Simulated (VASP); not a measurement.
Here is a VASP 6.6.1 calculation.

Contents of POSCAR:

```
CaO
1.0
    0.0000000000      2.3732269570      2.3732269570
    2.3732269570      0.0000000000      2.3732269570
    2.3732269570      2.3732269570      0.0000000000
Ca O
1 1
Direct
    0.0000000000      0.0000000000      0.0000000000
    0.5000000000      0.5000000000      0.5000000000
```

INCAR.step1

```
PREC = Accurate
ENCUT = 910
ISMEAR = 0
SIGMA = 0.02
LREAL = False
LASPH = True
NELM = 120
NBANDS = 15
GGA = PE
ALGO = Normal
EDIFF = 1E-5
LWAVE = True
LCHARG = False
GGA_COMPAT = False
```

The input INCAR.step2:

```
PREC = Accurate
ENCUT = 910
EDIFF = 1E-6
ISMEAR = 0
SIGMA = 0.02
LREAL = False
LASPH = True
NELM = 120
ALGO = Normal
ISIF = 2
LWAVE = False
LCHARG = False
METAGGA = R2SCAN
LMIXTAU = True
NBANDS = 15
ISTART = 1
GGA_COMPAT = False
```

Contents of KPOINTS:

```
Automatic mesh
0
Gamma
  8 8 8
```

Potentials or basis: VASP PAW PBE potentials, release 64 (Ca_sv, O_h).

The run is started by

```bash
$ cat potpaw_PBE.64/Ca_sv/POTCAR potpaw_PBE.64/O_h/POTCAR > POTCAR
$ cp INCAR.step1 INCAR
$ mpirun -np 1 vasp_std > vasp.out
$ cp INCAR.step2 INCAR
$ mpirun -np 1 vasp_std > vasp.out
```

**Question.** What does it give for the pressure?

**Answer.** 4.9 GPa.

**Question.** Estimate the band gap on the k mesh.

**Answer.** 4.18 eV (least direct gap 4.54 eV).

Caveat: the cutoff is under 1.25 times the usual one of these potentials, so pressure, stress and relaxed cells hold a basis-set (Pulay) error; the cell stands under pressure; the PAW data sets were made with another functional, which shifts forces and pressure a little. A k mesh can miss the band edges.
